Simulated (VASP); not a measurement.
Write the native input for VASP 6.6.1 that does the following.

```yaml
Task: single point
Functional: PBE
Potentials_or_basis: VASP PAW PBE potentials, release 64 (Rb_sv, Br)
Cutoff: 520 eV
k_mesh: 6 × 6 × 6
Occupations: gaussian, width 0.05 eV
Spin: no spin polarisation
Dipole_correction: no
Further_INCAR_settings: ALGO = Normal; EDIFF = 1e-06; NBANDS = 15
```

The structure of RbBr lies in POSCAR:

```
RbBr
1.0
    4.6315983308      0.0000000000      0.0000000000
    0.0000000000      4.6315983308      0.0000000000
    0.0000000000      0.0000000000      3.2745400198
Rb Br
1 1
Direct
    0.0000000000      0.0000000000      0.0000000000
    0.5000000000      0.5000000000      0.5000000000
```

This cell differs from its parent crystal: ratio of the length along z to the lengths across it x 0.707, volume and fractional coordinates fixed.

One way to write it, as run:

INCAR

```
ALGO = Normal ; EDIFF = 1E-6
ENCUT = 520 ; GGA = PE
ISIF = 2 ; ISMEAR = 0
LASPH = T ; LCHARG = F
LREAL = F ; LWAVE = F
NBANDS = 15 ; NELM = 100
PREC = Accurate ; SIGMA = 0.05
```

KPOINTS

```
k-points
0
Gamma
  6 6 6
```

Potentials or basis: VASP PAW PBE potentials, release 64 (Rb_sv, Br).

Launch:

```console
$ cat potpaw_PBE.64/Rb_sv/POTCAR potpaw_PBE.64/Br/POTCAR > POTCAR
$ mpirun -np 1 vasp_std > vasp.out
```

It gave:

```
Pressure               : 2.0 GPa
Band gap on the k mesh : 1.65 eV, indirect (least direct gap 1.70 eV)
```

It took 14 s on 1 thread of Intel(R) Xeon(R) Platinum 8488C (Sapphire Rapids), with other jobs on the host, peak memory 0.2 GiB.
